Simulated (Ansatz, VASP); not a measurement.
One calculation of PbO2, two programs

```
Pb O
1.0
     4.99496    0.00000    0.00000
     0.00000    4.99496    0.00000
     0.00000    0.00000    3.40900
Pb O
2 4
Direct
  0.50000 0.50000 0.50000
  0.00000 0.00000 0.00000
  0.69257 0.69257 0.00000
  0.80743 0.19257 0.50000
  0.19257 0.80743 0.50000
  0.30743 0.30743 0.00000
```

Alike in both runs: functional LDA; k mesh 6 × 6 × 8; occupations fermi-dirac, width 0.05 eV; no spin polarisation.

|  | VASP | Ansatz |
| --- | --- | --- |
| version | VASP 6.6.1 | Ansatz 0.2.0 |
| potentials or method | VASP PAW LDA potentials, release 64 (Pb_d, O), cutoff 520 eV | all-electron LAPW, scalar-relativistic |
| task | single point | band structure |

```csv
,VASP,Ansatz,Ansatz less VASP
pressure (GPa),-3.6,-3.9,-0.28
"traceless stress, the component that is largest in VASP (GPa)",-0.29,-0.43,-0.140
rms of the force components (eV/Å),0.019,0.024,+0.0055
```

LDA's correlation is that of Perdew and Zunger in VASP and of Perdew and Wang (1992) in Ansatz. Atom by atom the forces differ by 0.005 eV/Å (rms over components). Ansatz ran all-electron here, and VASP with PAW potentials.

Neither program's run includes spin-orbit coupling.
